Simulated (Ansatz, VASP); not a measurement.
## Two plane-wave programs on Au

```
Au
1.0
     2.94350    0.00000    0.00000
    -1.47175    2.54914    0.00000
     0.00000    0.00000    4.80680
Au
2
Direct
  0.33333 0.66667 0.75000
  0.66667 0.33333 0.25000
```

Change from the starting cell: strain +0.015 along x and y, -0.015 along z, atoms carried along.

Alike in both runs: task single point; functional r2SCAN; k mesh 18 × 18 × 10; occupations gaussian, width 0.15 eV; no spin polarisation.

|  | VASP | Ansatz |
| --- | --- | --- |
| version | VASP 6.6.1 | Ansatz 0.2.0 |
| potentials or method | VASP PAW PBE potentials, release 64 (Au), cutoff 520 eV | scalar-relativistic, plane waves, PAW |
| valence electrons in the cell | 22 | 38 |

|  | VASP | Ansatz | Ansatz less VASP |
| --- | --- | --- | --- |
| gap on the k mesh at the Fermi level (eV) | none | none | - |
| pressure (GPa) | -3.3 | -3.5 | -0.21 |
| traceless stress, the component that is largest in VASP (GPa) | 1.07 | 1.06 | -0.006 |

VASP's potentials were made for PBE, not for r2SCAN. A gap of «none» marks a metal or a gap that the smearing closes. VASP's potentials hold 22 valence electrons a cell and Ansatz's 38, so a difference there can come from the potentials and not from the codes.

Neither program's run includes spin-orbit coupling.
